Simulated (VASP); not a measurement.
# MgB2 (P6/mmm) in VASP: a series of runs

MgB2 is run at these levels: PBE; tasks: single point, relaxation of cell and atoms.

All numbers are computed with VASP 6.6.1; they aren't measurements. Logs are shortened: lines on timing, memory, paths and dates and some standing lists are left out, and cuts for length are marked.

### 1 The cell of the first run

The structure is hexagonal, space group P6/mmm (No. 191). The conventional cell has a = 3.075 Å, b = 3.075 Å, c = 3.524 Å, α = 90.00°, β = 90.00°, γ = 120.00°. Mg (site symmetry 6/mmm) has 12 B at 2.50 Å and 6 Mg at 3.08 Å within 3.3 Å. Within 2.4 Å of B (site symmetry -6m2) lie 3 B at 1.78 Å.

### 2 Single point, PBE

Input file INCAR:

```
SYSTEM = MgB2
ALGO = Normal ; EDIFF = 1E-6
ENCUT = 520 ; GGA = PE
ISIF = 2 ; ISMEAR = 0
LASPH = .True. ; LCHARG = .True.
LELF = .True. ; LREAL = .False.
LVHAR = .True. ; LWAVE = .False.
NBANDS = 11 ; NELM = 100
PREC = Accurate ; SIGMA = 0.1
```

Input file KPOINTS:

```
k-points
0
Gamma
  18 18 14
  0 0 0
```

Input file POSCAR:

```
MgB2
1.0
    3.0752548164      0.0000000000      0.0000000000
   -1.5376274082      2.6632487941      0.0000000000
    0.0000000000      0.0000000000      3.5241633708
Mg B
1 2
Direct
    0.0000000000      0.0000000000      0.0000000000
    0.6666666667      0.3333333333      0.5000000000
    0.3333333333      0.6666666667      0.5000000000
```

Potentials or basis: VASP PAW PBE potentials, release 64 (Mg, B).

Launch:

```bash
> cat potpaw_PBE.64/Mg/POTCAR potpaw_PBE.64/B/POTCAR > POTCAR
> mpirun -np 1 vasp_std > vasp.out
```

OUTCAR:

```text
SYSTEM = MgB2
   EDIFF = 1E-6
   ENCUT = 520
   GGA = PE
   ISIF = 2
   ISMEAR = 0
   LASPH = .True.
   LREAL = .False.
   NELM = 100
   PREC = Accurate

 ion  position               nearest neighbor table
   1  0.000  0.000  0.000-   2 2.50   3 2.50   2 2.50   3 2.50   3 2.50   3 2.50   2 2.50   2 2.50
                             2 2.50   2 2.50   3 2.50   3 2.50
   2  0.667  0.333  0.500-   3 1.78   3 1.78   3 1.78   1 2.50   1 2.50   1 2.50   1 2.50   1 2.50
                             1 2.50
   3  0.333  0.667  0.500-   2 1.78   2 1.78   2 1.78   1 2.50   1 2.50   1 2.50   1 2.50   1 2.50
                             1 2.50

  LATTYP: Found a hexagonal cell.
 ALAT       =     3.0752548164
 C/A-ratio  =     1.1459744253

  Lattice vectors:

 A1 = (   3.0752548164,   0.0000000000,   0.0000000000)
 A2 = (  -1.5376274082,   2.6632487941,   0.0000000000)
 A3 = (   0.0000000000,   0.0000000000,   3.5241633708)

Analysis of symmetry for initial positions (statically):
=====================================================================
 Subroutine PRICEL returns:
 Original cell was already a primitive cell.

 Routine SETGRP: Setting up the symmetry group for a
 hexagonal supercell.

 Subroutine GETGRP returns: Found 24 space group operations
 (whereof 24 operations were pure point group operations)
 out of a pool of 24 trial point group operations.

The static configuration has the point symmetry D_6h.

Analysis of symmetry for dynamics (positions and initial velocities):
=====================================================================
 Subroutine PRICEL returns:
 Original cell was already a primitive cell.

 Routine SETGRP: Setting up the symmetry group for a
 hexagonal supercell.

 Subroutine GETGRP returns: Found 24 space group operations
 (whereof 24 operations were pure point group operations)
 out of a pool of 24 trial point group operations.

The dynamic configuration has the point symmetry D_6h.

 Subroutine INISYM returns: Found 24 space group operations
 (whereof 24 operations are pure point group operations),
 and found     1 'primitive' translations

----------------------------------------------------------------------------------------

                                     Primitive cell

  volume of cell :      28.8635

  direct lattice vectors                    reciprocal lattice vectors
     3.075254816  0.000000000  0.000000000     0.325176306  0.187740628  0.000000000
    -1.537627408  2.663248794  0.000000000     0.000000000  0.375481255  0.000000000
     0.000000000  0.000000000  3.524163371     0.000000000  0.000000000  0.283755290

  length of vectors
     3.075254816  3.075254816  3.524163371     0.375481255  0.375481255  0.283755290

  position of ions in fractional coordinates (direct lattice)
     0.000000000  0.000000000  0.000000000
     0.666666667  0.333333333  0.500000000
     0.333333333  0.666666667  0.500000000

  ion indices of the primitive-cell ions
   primitive index   ion index
                 1           1
                 2           2
                 3           3

----------------------------------------------------------------------------------------

 KPOINTS: k-points

Automatic generation of k-mesh.
 Grid dimensions read from file:
 generate k-points for:   18   18   14

 Generating k-lattice:

  Cartesian coordinates                     Fractional coordinates (reciprocal lattice)
     0.018065350  0.010430035  0.000000000     0.055555556  0.000000000  0.000000000
     0.000000000  0.020860070  0.000000000     0.000000000  0.055555556  0.000000000
     0.000000000  0.000000000  0.020268235     0.000000000  0.000000000  0.071428571

  Length of vectors
     0.020860070  0.020860070  0.020268235

  Shift w.r.t. Gamma in fractional coordinates (k-lattice)
     0.000000000  0.000000000  0.000000000

 Subroutine IBZKPT returns following result:
 ===========================================

 Found    296 irreducible k-points:

 Following reciprocal coordinates:
            Coordinates               Weight
  0.000000  0.000000  0.000000      1.000000
  0.055556 -0.000000  0.000000      6.000000
  0.111111 -0.000000  0.000000      6.000000
  0.166667 -0.000000  0.000000      6.000000
  0.222222 -0.000000  0.000000      6.000000
  0.277778 -0.000000  0.000000      6.000000
[... 16 lines left out ...]
  0.333333  0.111111  0.000000     12.000000
  0.388889  0.111111  0.000000     12.000000
 [... further k-points ...]
   k-points           NKPTS =    296   k-points in BZ     NKDIM =    296   number of bands    NBANDS=     11
   number of dos      NEDOS =    301   number of ions     NIONS =      3
   total plane-waves  NPLWV =  16128
   dimension x,y,z NGX =    24 NGY =   24 NGZ =   28
   dimension x,y,z NGXF=    48 NGYF=   48 NGZF=   56
   ions per type =               1   2
   NGX,Y,Z   is equivalent  to a cutoff of  12.97, 12.97, 13.21 a.u.
   NGXF,Y,Z  is equivalent  to a cutoff of  25.95, 25.95, 26.42 a.u.
 SYSTEM =  MgB2
   PREC   = accura    normal or accurate (medium, high low for compatibility)
   ISTART =      0    job   : 0-new  1-cont  2-samecut
   ICHARG =      2    charge: 1-file 2-atom 10-const
   ISPIN  =      1    spin polarized calculation?
   LNONCOLLINEAR =      F non collinear calculations
   LSORBIT =      F    spin-orbit coupling
   LASPH  =      T    aspherical Exc in radial PAW
   ENCUT  =  520.0 eV  38.22 Ry    6.18 a.u.   5.72  5.72  6.55*2*pi/ulx,y,z
   NELM   =    100;   NELMIN=  2; NELMDL= -5     # of ELM steps
   EDIFF  = 0.1E-05   stopping-criterion for ELM
   LREAL  =      F    real-space projection
   EDIFFG = 0.1E-04   stopping-criterion for IOM
   NSW    =      0    number of steps for IOM
   IBRION =     -1    ionic relax: 0-MD 1-quasi-New 2-CG
   NFREE  =      0    steps in history (QN), initial steepest desc. (CG)
   ISIF   =      2    stress and relaxation
   ISYM   =      2    0-nonsym 1-usesym 2-fastsym
   POTIM  = 0.5000    time-step for ionic-motion
   TEBEG  =    0.0;   TEEND  =   0.0 temperature during run
   PSTRESS=    0.0 pullay stress
   NELECT =       8.0000    total number of electrons
   NUPDOWN=      -1.0000    fix difference up-down
   EMIN   =  10.00;   EMAX   =-10.00  energy-range for DOS
   EFERMI =   0.00;   METHOD = LEGACY
   ISMEAR =     0;   SIGMA  =   0.10  broadening in eV -4-tet -1-fermi 0-gaus
   EFERMI_NEDOS =   21; number of points for ismear=-14 and -15
   IALGO  =     38    algorithm
   IMIX   =      4    mixing-type and parameters
     AMIX     =   0.40;   BMIX     =  1.00
     AMIX_MAG =   1.60;   BMIX_MAG =  1.00
  volume/ion in A,a.u.               =       9.62        64.93
  Fermi-wavevector in a.u.,A,eV,Ry     =   1.067387  2.017069 15.501319  1.139315
  Thomas-Fermi vector in A             =   2.203002
   LORBIT       =      0    0 simple, 1 ext, 2 COOP (PROOUT), +10 PAW based schemes
   GGA     = PE    functional components
   LHFCALC =     F    Hartree Fock is set to
   AEXX    =    0.0000 exact exchange contribution
   IVDW    =     0    specifies the selected vdW correction
   LEPSILON=     F    determine dielectric tensor
   LRPA    =     F    only Hartree local field effects (RPA)
 non-spin polarized calculation
 Gauss-broadening in eV      SIGMA  =   0.10
  energy-cutoff  :      520.00
  volume of cell :       28.86
 maximum number of plane-waves:       792
 NGX is ok and might be reduce to    24
   NGX = 11   NGY = 11   NGZ = 13

 number of electron       8.0000000 magnetization

 Free energy of the ion-electron system (eV)
  ---------------------------------------------------
  ext. energy  EPLUGINS =         0.00000000
  ---------------------------------------------------
  free energy    TOTEN  =       -15.32571125 eV

  energy without entropy =      -15.32280491  energy(sigma->0) =      -15.32425808

 E-fermi :   5.2888     XC(G=0): -10.9334

 val. band max:        5.2803786566   @ k =   0.4444   0.1111   0.2857
 cond. band min:       5.2913056724   @ k =   0.0556   0.0556   0.0714
 fundamental gap:      0.0109270159
 Fermi energy:         5.2888042258

 k-point     1 :       0.0000    0.0000    0.0000
  band No.  band energies     occupation
      1      -7.1475      2.00000
      2       2.3236      2.00000
      3       5.6856      0.00000
      4       5.6856      0.00000
      5       6.9184      0.00000
      6      11.6657      0.00000
      7      11.6657      0.00000
      8      13.5010      0.00000
      9      15.3091      0.00000
     10      18.0674      0.00000
     11      21.4909      0.00000

 k-point     2 :       0.0556   -0.0000    0.0000
  band No.  band energies     occupation
      1      -7.0936      2.00000
      2       2.3763      2.00000
      3       5.4011      0.11235
      4       5.5519      0.00020
      5       6.9660      0.00000
      6      11.6376      0.00000
      7      11.9086      0.00000
      8      13.6162      0.00000
      9      15.1127      0.00000
     10      18.3446      0.00000
     11      21.2088      0.00000

 k-point     3 :       0.1111   -0.0000    0.0000
  band No.  band energies     occupation
      1      -6.9322      2.00000
      2       2.5339      2.00000
      3       4.6523      2.00000
      4       5.2097      1.73647
      5       7.1144      0.00000
      6      11.4802      0.00000
      7      12.5763      0.00000
      8      13.9656      0.00000
      9      14.5552      0.00000
     10      19.1018      0.00000
     11      20.5740      0.00000

 k-point     4 :       0.1667   -0.0000    0.0000
  band No.  band energies     occupation
      1      -6.6642      2.00000
      2       2.7948      2.00000
      3       3.6378      2.00000
      4       4.7710      2.00000
      5       7.3623      0.00000
      6      11.1892      0.00000
      7      13.5500      0.00000
      8      13.7169      0.00000
      9      14.3997      0.00000
     10      19.9215      0.00000
     11      20.1905      0.00000

 k-point     5 :       0.2222   -0.0000    0.0000
  band No.  band energies     occupation
      1      -6.2909      2.00000
      2       2.5072      2.00000
      3       3.1557      2.00000
      4       4.3233      2.00000
      5       7.6999      0.00000
      6      10.8566      0.00000
      7      12.6997      0.00000
      8      14.6396      0.00000
      9      14.7280      0.00000
     10      19.5759      0.00000
     11      19.6154      0.00000
[... 211 lines left out ...]
 k-point    21 :       0.2222    0.1111    0.0000
  band No.  band energies     occupation
      1      -5.6568      2.00000
      2       1.3875      2.00000
      3       3.0868      2.00000
      4       3.7630      2.00000
      5       8.3633      0.00000
      6      11.3854      0.00000
      7      11.5012      0.00000
      8      13.6819      0.00000
      9      16.1940      0.00000
     10      17.5089      0.00000
     11      19.1038      0.00000

 k-point    22 :       0.2778    0.1111    0.0000
  band No.  band energies     occupation
      1      -5.0828      2.00000
      2       0.3010      2.00000
      3       2.7152      2.00000
      4       4.2958      2.00000
      5       8.8758      0.00000
      6      10.3676      0.00000
      7      11.2156      0.00000
      8      13.7262      0.00000
      9      16.8603      0.00000
     10      16.9101      0.00000
     11      18.8104      0.00000

 k-point    23 :       0.3333    0.1111    0.0000
  band No.  band energies     occupation
      1      -4.4160      2.00000
      2      -0.7562      2.00000
      3       2.4505      2.00000
      4       4.8770      2.00000
      5       9.4093      0.00000
      6       9.4189      0.00000
      7      10.9818      0.00000
      8      13.3389      0.00000
      9      16.4988      0.00000
     10      17.7575      0.00000
     11      18.7532      0.00000

 k-point    24 :       0.3889    0.1111    0.0000
  band No.  band energies     occupation
      1      -3.6756      2.00000
      2      -1.7387      2.00000
      3       2.2915      2.00000
      4       5.4177      0.06843
      5       8.6305      0.00000
      6       9.9162      0.00000
      7      10.8057      0.00000
      8      12.8796      0.00000
      9      16.2587      0.00000
     10      18.1350      0.00000
     11      19.3911      0.00000

 [... further k-points ...]
[... 5 lines left out ...]
  --------------------------------------------------------------------------------------
  -------------------------------------------------------------------------------------
  Total       -0.0344857     -0.0344857     -0.0692908     -0.0000000     -0.0000000      0.0000000
  in kB       -1.9142586     -1.9142586     -3.8462458     -0.0000000     -0.0000000      0.0000000
  external PRESSURE =      -2.5582544 kB  Pullay stress =       0.0000000 kB

 VOLUME and BASIS-vectors are now :
 -----------------------------------------------------------------------------
  energy-cutoff  :      520.00
  volume of cell :       28.86
      direct lattice vectors                 reciprocal lattice vectors
     3.075254816  0.000000000  0.000000000     0.325176306  0.187740628  0.000000000
    -1.537627408  2.663248794  0.000000000     0.000000000  0.375481255  0.000000000
     0.000000000  0.000000000  3.524163371     0.000000000  0.000000000  0.283755290

 POSITION                                       TOTAL-FORCE (eV/Angst)
 -----------------------------------------------------------------------------------
      0.00000      0.00000      0.00000        -0.000000      0.000000      0.000000
      1.53763      0.88775      1.76208         0.000000     -0.000000      0.000000
     -0.00000      1.77550      1.76208        -0.000000      0.000000      0.000000
 -----------------------------------------------------------------------------------
    total drift:                                0.000000     -0.000000      0.000000

  FREE ENERGIE OF THE ION-ELECTRON SYSTEM (eV)
  ---------------------------------------------------
  free  energy   TOTEN  =       -15.3257112524 eV

  energy  without entropy=      -15.3228049141  energy(sigma->0) =      -15.32425808
```

Wall time 44 s (1 thread of Intel Xeon Platinum 8559C (Emerald Rapids), shared host); peak memory 0.22 GiB.

Results:

```yaml
Free_energy: -15.3257 eV
Pressure: -0.3 GPa
Band_gap_on_the_k_mesh: zero (band 4 reaches 7.09 eV, above the bottom of band 5 at 3.30 eV)
```

Stress tensor (GPa, compression positive):
```
-0.19  0.00  0.00
 0.00 -0.19  0.00
 0.00  0.00 -0.38
```

Levels at points of the mesh, in eV from the Fermi level:
```tsv
k point	band 1	band 2	band 3	band 4	band 5	band 6	band 7	band 8	band 9
(0.00, 0.00, 0.00)	-12.44	-2.97	0.40	0.40	1.63	6.38	6.38	8.21	10.02
(0.50, 0.00, 0.00)	-8.53	-7.83	-2.15	0.21	3.09	3.93	5.32	7.13	12.63
(0.00, 0.00, 0.50)	-11.17	-7.44	0.77	0.77	6.70	6.70	8.04	9.94	9.99
(0.50, 0.00, 0.50)	-7.56	-6.93	-3.56	-1.87	-1.28	5.78	8.85	8.98	13.03
```

[end of part 1 of 2]
